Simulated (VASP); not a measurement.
## FeSi: single point with PBE

Crystal: FeSi.

```
Fe Si
1.0
     4.31011    0.00000    0.00000
     0.00000    4.31011    0.00000
     0.00000    0.00000    4.31011
Fe Si
4 4
Direct
  0.13961 0.13961 0.13961
  0.36039 0.86039 0.63961
  0.63961 0.36039 0.86039
  0.86039 0.63961 0.36039
  0.84236 0.84236 0.84236
  0.65764 0.15764 0.34236
  0.34236 0.65764 0.15764
  0.15764 0.34236 0.65764
```

* Program: VASP 6.6.1
* Task: single point
* Functional: PBE
* Potentials or basis: VASP PAW PBE potentials, release 64 (Fe, Si)
* Cutoff: 520 eV
* k mesh: 8 × 8 × 8
* Occupations: gaussian, width 0.01 eV
* Spin: no spin polarisation

- Pressure: 26.1 GPa
- Largest force: 0.040 eV/Å
- Band gap on the k mesh: 0.15 eV (least direct gap 0.17 eV)

Forces on the atoms (eV/Å):
```
Fe   0.023  0.023  0.023
Fe  -0.023 -0.023  0.023
Fe   0.023 -0.023 -0.023
Fe  -0.023  0.023 -0.023
Si  -0.002 -0.002 -0.002
Si   0.002  0.002 -0.002
Si  -0.002  0.002  0.002
Si   0.002 -0.002  0.002
```

Levels at points of the mesh, in eV from the valence-band top:
| k point | band 21 | band 22 | band 23 | band 24 | band 25 | band 26 | band 27 | band 28 |
| --- | --- | --- | --- | --- | --- | --- | --- | --- |
| (0.00, 0.00, 0.00) | -0.33 | -0.33 | -0.07 | -0.07 | 0.75 | 0.75 | 0.75 | 3.50 |
| (0.50, 0.00, 0.00) | -0.45 | -0.45 | 0.00 | 0.00 | 0.20 | 0.20 | 1.92 | 1.92 |
| (0.50, 0.50, 0.00) | -1.15 | -1.15 | -0.42 | -0.42 | 0.70 | 0.70 | 1.48 | 1.48 |
| (0.50, 0.50, 0.50) | -0.79 | -0.79 | -0.79 | -0.79 | 0.55 | 0.55 | 0.55 | 0.55 |

Run time: 81 s on 1 thread of Intel Xeon 8259CL, with other jobs on the host, peak memory 0.24 GiB.

Caveat: the cell stands under pressure. Spin polarisation is off, so any magnetic state and its effect on volume and gap are missing.
